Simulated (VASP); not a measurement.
Write the native input for VASP 6.6.1 that does the following.

```
Task                   : single point
Functional             : PBEsol
Potentials or basis    : VASP PAW PBE potentials, release 64 (Ru_pv)
Cutoff                 : 520 eV
k mesh                 : 9 × 9 × 9
Occupations            : gaussian, width 0.1 eV
Spin                   : no spin polarisation
Dipole correction      : no
Further INCAR settings : ALGO = Normal; EDIFF = 1e-06; NBANDS = 28
```

The structure of Ru lies in POSCAR:

```
Ru
1.0
    1.4130400140      0.8158190324      6.8291337230
   -1.4130400140      0.8158190324      6.8291337230
    0.0000000000     -1.6316380650      6.8291337230
Ru
3
Direct
    0.0000000000      0.0000000000      0.0000000000
    0.2222200000      0.2222200000      0.2222200000
    0.7777800000      0.7777800000      0.7777800000
```

These files were run (other wordings do the same):

INCAR

```
SYSTEM = Ru
PREC = Accurate
ENCUT = 520
EDIFF = 1E-6
ISMEAR = 0
SIGMA = 0.1
LREAL = .False.
LASPH = .True.
NELM = 100
ALGO = Normal
ISIF = 2
LWAVE = .False.
LCHARG = .False.
GGA = PS
NBANDS = 28
```

KPOINTS

```
Automatic mesh
0
Gamma
  9 9 9
  0 0 0
```

Potentials or basis: VASP PAW PBE potentials, release 64 (Ru_pv).

Launch:

```bash
$ cat potpaw_PBE.64/Ru_pv/POTCAR > POTCAR
$ mpirun -np 1 vasp_std > vasp.out
```

Results of the run:

| Item | Value |
| --- | --- |
| Pressure | -38.3 GPa |
| Largest force | 0.466 eV/Å |
| Band gap on the k mesh | zero (band 21 reaches 11.34 eV, above the bottom of band 22 at 9.16 eV) |

Caveat: the PAW data sets were made with another functional, which shifts forces and pressure a little.

It took 6.2 min on 1 thread of Intel(R) Xeon(R) Platinum 8488C (Sapphire Rapids), on a shared host, peak memory 0.41 GiB.
